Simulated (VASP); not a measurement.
Ti: single point with PBEsol

The system is Ti.

```
Ti
1.0
     1.98920    0.00000    0.00000
     0.00000    1.98920    0.00000
     0.00000    0.00000    1.98920
Ti
1
Direct
  0.00000 0.00000 0.00000
```

This cell differs from its parent crystal: volume scaled by 0.45.

```yaml
Program: VASP 6.6.1
Task: single point
Functional: PBEsol
Potentials_or_basis: VASP PAW PBE potentials, release 64 (Ti_sv)
Cutoff: 520 eV
k_mesh: 14 × 14 × 14
Occupations: fermi-dirac, width 0.08 eV
Spin: no spin polarisation
```

```json
{
 "Pressure": "301.9 GPa",
 "Band gap on the k mesh": "zero (band 6 reaches 21.04 eV, above the bottom of band 7 at 14.08 eV)"
}
```

Levels at points of the mesh, in eV from the Fermi level:
| k point | band 2 | band 3 | band 4 | band 5 | band 6 | band 7 | band 8 | band 9 | band 10 | band 11 |
| --- | --- | --- | --- | --- | --- | --- | --- | --- | --- | --- |
| (0.00, 0.00, 0.00) | -29.63 | -29.63 | -29.63 | -5.23 | -4.68 | -4.68 | 9.05 | 9.05 | 9.05 | 28.42 |
| (0.50, 0.00, 0.00) | -36.75 | -28.85 | -28.85 | -2.77 | -0.42 | 3.33 | 3.33 | 3.65 | 9.62 | 18.88 |
| (0.50, 0.50, 0.00) | -35.25 | -35.25 | -28.16 | -8.89 | 0.43 | 4.68 | 4.68 | 12.46 | 14.27 | 14.27 |
| (0.50, 0.50, 0.50) | -34.00 | -34.00 | -34.00 | -5.22 | -5.22 | -5.22 | 9.64 | 12.80 | 12.80 | 30.31 |

It took 8.3 s on 1 thread of AMD EPYC 7R43 64-Core Processor (Zen 3) (shared host), peak memory 0.09 GiB.

Caveat: the PAW data sets were made with another functional, which shifts forces and pressure a little.
